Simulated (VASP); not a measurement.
Input of a VASP 6.6.1 run:

Contents of INCAR:

```
PREC     = Accurate       # precision mode
ENCUT    = 520            # plane-wave cutoff, eV
EDIFF    = 1E-6           # SCF threshold, eV
ISMEAR   = 0              # smearing method
SIGMA    = 0.1            # smearing width, eV
LREAL    = F              # projectors in reciprocal space
LASPH    = T              # aspherical terms in the spheres
NELM     = 80             # most SCF steps
ALGO     = Fast           # electronic algorithm
ISIF     = 2              # what is computed and relaxed
LWAVE    = F              # write WAVECAR
LCHARG   = F              # write CHGCAR
GGA      = PS             # functional
NBANDS   = 29             # bands
```

The input KPOINTS:

```
regular mesh
0
Gamma
  14 14 14
```

The input POSCAR:

```
TiPt3
1.0
    3.7238828076      0.0000000000      0.0000000000
    0.0000000000      3.7238828076      0.0000000000
    0.0000000000      0.0000000000      4.0830998262
Ti Pt
1 3
Direct
    0.0000000000      0.0000000000      0.0000000000
    0.0000000000      0.5000000000      0.5000000000
    0.5000000000      0.0000000000      0.5000000000
    0.5000000000      0.5000000000      0.0000000000
```

Potentials or basis: VASP PAW PBE potentials, release 64 (Ti_sv, Pt).

Run with:

```bash
$ cat potpaw_PBE.64/Ti_sv/POTCAR potpaw_PBE.64/Pt/POTCAR > POTCAR
$ mpirun -np 1 vasp_std > vasp.out
```

(1) What does it give for the band gap on the k mesh?

(2) Estimate the pressure.

## Answers

(1) zero (bands 21 and 22 overlap by 1.12 eV).

(2) 14.9 GPa.

Caveat: the cell differs from its parent crystal (biaxial strain in the a-b plane: -4.5 %, then relaxed in part); the stress differs along the axes, from -0 to 22 GPa; the PAW data sets were made with another functional, which shifts forces and pressure a little; spin-orbit coupling is left out, which moves the levels of the heavy elements.
